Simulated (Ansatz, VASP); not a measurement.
# Hf2WS2: VASP beside Ansatz

INCAR

```
SYSTEM = Hf2WS2
PREC = Accurate
ENCUT = 520
EDIFF = 1E-7
ISMEAR = 0
SIGMA = 0.1
LREAL = .False.
LASPH = .True.
NELM = 150
ALGO = Normal
ISIF = 2
LWAVE = .False.
LCHARG = .False.
ISPIN = 2
MAGMOM = 0 0 0 0 0
LORBIT = 11
LMAXMIX = 4
GGA = PE
NBANDS = 35
```

Contents of KPOINTS:

```
Automatic mesh
0
Gamma
  6 6 4
  0 0 0
```

The input POSCAR:

```
Hf2WS2
1.0
    4.1750941900      0.0000000000      0.0000000000
   -2.0875470900      3.6157376300      0.0000000000
    0.0000000000      0.0000000000      6.8036313200
Hf W S
2 1 2
Direct
    0.0000000000      0.0000000000      0.1906487700
    0.0000000000      0.0000000000      0.8093512300
    0.0000000000      0.0000000000      0.5000000000
    0.3333333300      0.6666666700      0.0376460300
    0.6666666700      0.3333333300      0.9623539700
```

Input for Ansatz:

```yaml
crystal:
  lattice:
    - [4.17509419, 0.0, 0.0]
    - [-2.08754709, 3.61573763, 0.0]
    - [0.0, 0.0, 6.80363132]
  atoms:
    - { symbol: Hf, position: [0.0, 0.0, 0.19064877] }
    - { symbol: Hf, position: [0.0, 0.0, 0.80935123] }
    - { symbol: W, position: [0.0, 0.0, 0.5] }
    - { symbol: S, position: [0.33333333, 0.66666667, 0.03764603] }
    - { symbol: S, position: [0.66666667, 0.33333333, 0.96235397] }
basis:
  ecutwfc: 420
kpoints:
  mp_grid: { grid: [6, 6, 4] }
hamiltonian:
  xc: pbe
scf:
  occupations: { method: gaussian, width: 0.1 }
  lower_state_search: "off"
output:
  forces: true
  stress: true
  eigenvalues: true
  populations: true
magnetization:
  spin_polarized: true
```

Alike in both runs: task single point; functional PBE; k mesh 6 × 6 × 4; occupations gaussian, width 0.1 eV; collinear spin.

|  | VASP | Ansatz |
| --- | --- | --- |
| version | VASP 6.6.1 | Ansatz 0.2.0 |
| potentials or method | VASP PAW PBE potentials, release 64 (Hf_pv, W_sv, S), cutoff 520 eV | scalar-relativistic, plane waves, PAW |
| valence electrons in the cell | 46 | 78 |

```csv
,VASP,Ansatz,Ansatz less VASP
gap on the k mesh at the Fermi level (eV),none,none,-
pressure (GPa),28.0,28.2,+0.25
"traceless stress, the component that is largest in VASP (GPa)",47.58,47.12,-0.461
rms of the force components (eV/Å),2.710,2.647,-0.0631
```

Atom by atom the forces differ by 0.065 eV/Å (rms over components). A gap of «none» marks a metal or a gap that the smearing closes. VASP's potentials hold 46 valence electrons a cell and Ansatz's 78, so a difference there can come from the potentials and not from the codes. Ansatz's warnings: no starting moments.

Spin-orbit coupling is off throughout.
